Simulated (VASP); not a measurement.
The system is SrO.

```xyz
2
Lattice="0.0000 2.5974 2.5974 2.5974 0.0000 2.5974 2.5974 2.5974 0.0000" Properties=species:S:1:pos:R:3 pbc="T T T"
Sr    2.5974    2.5974    2.5974
O     0.0000    0.0000    0.0000
```

* Program: VASP 6.6.1
* Task: relaxation of cell and atoms
* Functional: PBEsol
* Potentials or basis: VASP PAW PBE potentials, release 64 (Sr_sv, O)
* Cutoff: 600 eV
* k mesh: 8 × 8 × 8
* Occupations: gaussian, width 0.02 eV
* Spin: no spin polarisation

At the start: pressure -3.1 GPa; volume 17.52 Å³/atom.

**Question.** Where does the relaxation end?

**Answer.** Over 3 steps the energy falls by 6.3 meV/atom and the volume is 16.90 Å³/atom (-3.6 %); space group Fm-3m (No. 225, to 0.1 Å) before and after.

Step by step:
```tsv
step	energy change (eV)	largest force (eV/Å)	pressure (GPa)	volume (Å³)
1	0.0000	0.0000	-3.13	35.05
2	-0.0108	0.0000	1.32	33.34
3	-0.0127	0.0000	0.00	33.79
```

Final structure:
```
Sr O
1.0
     0.00000    2.56604    2.56604
     2.56604    0.00000    2.56604
     2.56604    2.56604    0.00000
Sr O
1 1
Direct
  0.50000 0.50000 0.50000
  0.00000 0.00000 0.00000
```

Caveat: the PAW data sets were made with another functional, which shifts forces and pressure a little.
